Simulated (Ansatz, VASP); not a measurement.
# Two plane-wave programs on Si

```
CELL_PARAMETERS angstrom
0.00085 -0.00018 -2.47948
2.40787 -3.97222 0.00100
-6.90742 -3.79089 -0.00228
ATOMIC_POSITIONS crystal
Si 0.50001 0.49998 0.50013
Si 0.49995 0.00001 0.99989
Si 0.50004 0.49999 0.83345
Si 0.49997 0.00002 0.33319
Si 0.49998 0.00004 0.66658
Si 0.50004 0.49996 0.16675
```

Change from the starting cell: omega type (P6/mmm, No. 191); cell x2, atoms moved at random (sigma 0.1 Å) and cell strained at random (1.5 %), then relaxed without symmetry.

Alike in both runs: functional PBE; k mesh 10 × 6 × 4; occupations gaussian, width 0.1 eV; no spin polarisation.

Ansatz relaxed the structure, and its values are those at the end. VASP's run is a single point on that final structure, the one shown.

```csv
,VASP,Ansatz
version,VASP 6.6.1,Ansatz 0.2.0
potentials or method,"VASP PAW PBE potentials, release 64 (Si), cutoff 520 eV","scalar-relativistic, plane waves, PAW"
valence electrons in the cell,24,24
```

|  | VASP | Ansatz | Ansatz less VASP |
| --- | --- | --- | --- |
| gap on the k mesh at the Fermi level (eV) | none | none | - |
| pressure (GPa) | -0.1 | 0.0 | +0.05 |

A gap of «none» marks a metal or a gap that the smearing closes. With one functional, cell and mesh, what is left measures potentials, basis and numerics.
